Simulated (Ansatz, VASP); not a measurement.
## One calculation of Sb, two programs

```
CELL_PARAMETERS angstrom
2.15420 1.24373 3.75800
-2.15420 1.24373 3.75800
0.00000 -2.48746 3.75800
ATOMIC_POSITIONS crystal
Sb 0.76651 0.76651 0.76651
Sb 0.23349 0.23349 0.23349
```

Alike in both runs: task single point; functional PBE-based screened hybrid; k mesh 4 × 4 × 4; occupations fermi-dirac, width 0.05 eV; no spin polarisation.

```csv
,VASP,Ansatz
version,VASP 6.6.1,Ansatz 0.2.0
potentials or method,"VASP PAW PBE potentials, release 64 (Sb), cutoff 520 eV",all-electron PAW datasets made for the crystal
```

VASP gave:

| Item | Value |
| --- | --- |
| gap on the k mesh at the Fermi level (eV) | 0.36 |
| least direct gap on the mesh (eV) | 0.56 |
| pressure (GPa) | -2.7 |
| traceless stress, the component that is largest in VASP (GPa) | 0.01 |
| rms of the force components (eV/Å) | 0.436 |

Problem. What did Ansatz give for the same quantities?

Solution. gap on the k mesh at the Fermi level (eV): 0.33; least direct gap on the mesh (eV): 0.55; pressure (GPa): -0.4; traceless stress, the component that is largest in VASP (GPa): -0.31; rms of the force components (eV/Å): 0.292.

VASP's potentials were made for PBE, not for PBE-based screened hybrid. Atom by atom the forces differ by 0.145 eV/Å (rms over components). Ansatz ran all-electron here, and VASP with PAW potentials.

The k mesh is coarse, so the values compare programs but aren't converged. Neither program's run includes spin-orbit coupling. Noted on Ansatz's run: the program warned that the printed levels may be off, so bands, gaps and densities of states are rough.
